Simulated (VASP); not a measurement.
Wanted: the native input for a VASP 6.6.1 run.

| Item | Value |
| --- | --- |
| Task | single point |
| Functional | PBE0 |
| Potentials or basis | VASP PAW PBE potentials, release 64 (Ga_d, As) |
| Cutoff | 520 eV |
| k mesh | 6 × 6 × 6 |
| Occupations | gaussian, width 0.01 eV |
| Spin | no spin polarisation |
| Dipole correction | no |
| Grid for exact exchange (PRECFOCK) | Normal |
| Further INCAR settings | ALGO = Normal; EDIFF = 1e-06; NBANDS = 16 |

Crystal: GaAs.

```
CELL_PARAMETERS angstrom
0.00000 2.82914 2.82914
2.82914 0.00000 2.82914
2.82914 2.82914 0.00000
ATOMIC_POSITIONS crystal
Ga 0.00000 0.00000 0.00000
As 0.25000 0.25000 0.25000
```

One way to write it, as run:

POSCAR

```
GaAs
1.0
    0.0000000000      2.8291375187      2.8291375187
    2.8291375187      0.0000000000      2.8291375187
    2.8291375187      2.8291375187      0.0000000000
Ga As
1 1
Direct
    0.0000000000      0.0000000000      0.0000000000
    0.2500000000      0.2500000000      0.2500000000
```

INCAR.step1

```
PREC = Accurate
ENCUT = 520
EDIFF = 1E-5
ISMEAR = 0
SIGMA = 0.01
LREAL = F
LASPH = T
NELM = 100
ALGO = Normal
ISIF = 2
LWAVE = T
NBANDS = 16
GGA = PE
```

INCAR.step2

```
PREC = Accurate
ENCUT = 520
EDIFF = 1E-6
ISMEAR = 0
SIGMA = 0.01
LREAL = F
LASPH = T
NELM = 100
ALGO = Normal
ISIF = 2
LWAVE = F
LCHARG = T
GGA = PE
LHFCALC = T
AEXX = 0.25
PRECFOCK = Normal
LELF = T
LVHAR = T
NBANDS = 16
ISTART = 1
```

KPOINTS

```
Automatic mesh
0
Gamma
  6 6 6
```

Potentials or basis: VASP PAW PBE potentials, release 64 (Ga_d, As).

Command:

```console
$ cat potpaw_PBE.64/Ga_d/POTCAR potpaw_PBE.64/As/POTCAR > POTCAR
$ cp INCAR.step1 INCAR
$ mpirun -np 1 vasp_std > vasp.out
$ cp INCAR.step2 INCAR
$ mpirun -np 1 vasp_std > vasp.out
```

Results of the run:

```yaml
Pressure: 0.6 GPa
Band_gap_on_the_k_mesh: 2.02 eV, direct
```

Caveat: the PAW data sets were made with another functional, which shifts forces and pressure a little.

Run time: 63 min on 1 thread of Intel(R) Xeon(R) Platinum 8259CL CPU @ 2.50GHz (Skylake/Cascade Lake) (shared host), peak memory 0.2 GiB.
